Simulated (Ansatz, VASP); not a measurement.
## HfN in VASP and in Ansatz

The input INCAR:

```
SYSTEM = HfN
PREC     = Accurate       ! precision mode
ENCUT    = 520            ! plane-wave cutoff, eV
EDIFF    = 1E-7           ! SCF threshold, eV
ISMEAR   = 0              ! smearing method
SIGMA    = 0.15           ! smearing width, eV
LREAL    = .FALSE.        ! projectors in reciprocal space
LASPH    = .TRUE.         ! aspherical terms in the spheres
NELM     = 100            ! most SCF steps
ALGO     = Normal         ! electronic algorithm
ISIF     = 2              ! what is computed and relaxed
LWAVE    = .FALSE.        ! write WAVECAR
LCHARG   = .TRUE.         ! write CHGCAR
GGA      = PS             ! functional
LELF     = .TRUE.         ! ELF
LVHAR    = .TRUE.       
NBANDS   = 23             ! bands
```

The input KPOINTS:

```
Automatic mesh
0
G
  18 18 10
  0 0 0
```

POSCAR

```
HfN
1.0
    3.1277073108     -0.0625541462      0.0000000000
   -1.6180271351      2.7399510598      0.0000000000
    0.0000000000      0.0000000000      5.3909359352
Hf N
2 2
Direct
    0.6666666667      0.3333333333      0.7500000000
    0.3333333333      0.6666666667      0.2500000000
    0.0000000000      0.0000000000      0.0000000000
    0.0000000000      0.0000000000      0.5000000000
```

Input for Ansatz:

```yaml
crystal:
  lattice:
    - [3.1277073108, -0.0625541462, 0.0]
    - [-1.6180271351, 2.7399510598, 0.0]
    - [0.0, 0.0, 5.3909359352]
  atoms:
    - { symbol: Hf, position: [0.6666666667, 0.3333333333, 0.75] }
    - { symbol: Hf, position: [0.3333333333, 0.6666666667, 0.25] }
    - { symbol: "N", position: [0.0, 0.0, 0.0] }
    - { symbol: "N", position: [0.0, 0.0, 0.5] }
basis:
  ecutwfc: 420
kpoints:
  mp_grid: { grid: [18, 18, 10] }
hamiltonian:
  xc: pbesol
scf:
  occupations: { method: gaussian, width: 0.15 }
output:
  forces: true
  stress: true
  eigenvalues: true
```

Change from the starting cell: strain -0.0400 x Voigt [0, 0, 0, 0, 0, 1], atoms carried along.

Alike in both runs: task single point; functional PBEsol; k mesh 18 × 18 × 10; occupations gaussian, width 0.15 eV; no spin polarisation.

|  | VASP | Ansatz |
| --- | --- | --- |
| version | VASP 6.6.1 | Ansatz 0.2.0 |
| potentials or method | VASP PAW PBE potentials, release 64 (Hf_pv, N), cutoff 520 eV | scalar-relativistic, plane waves, PAW |
| valence electrons in the cell | 30 | 62 |

Ansatz gave:

* gap on the k mesh at the Fermi level (eV): none
* pressure (GPa): 0.3
* traceless stress, the component that is largest in VASP (GPa): 7.94
* rms of the force components (eV/Å): 0.017

What did VASP give for the same quantities?

gap on the k mesh at the Fermi level (eV): none; pressure (GPa): -1.8; traceless stress, the component that is largest in VASP (GPa): 7.98; rms of the force components (eV/Å): 0.020.

VASP's potentials were made for PBE, not for PBEsol. Atom by atom the forces differ by 0.003 eV/Å (rms over components). A gap of «none» marks a metal or a gap that the smearing closes. The functional is the same, so the differences come from potentials, cutoffs and numerics. VASP's potentials hold 30 valence electrons a cell and Ansatz's 62, so a difference there can come from the potentials and not from the codes.

Spin-orbit coupling is off throughout.
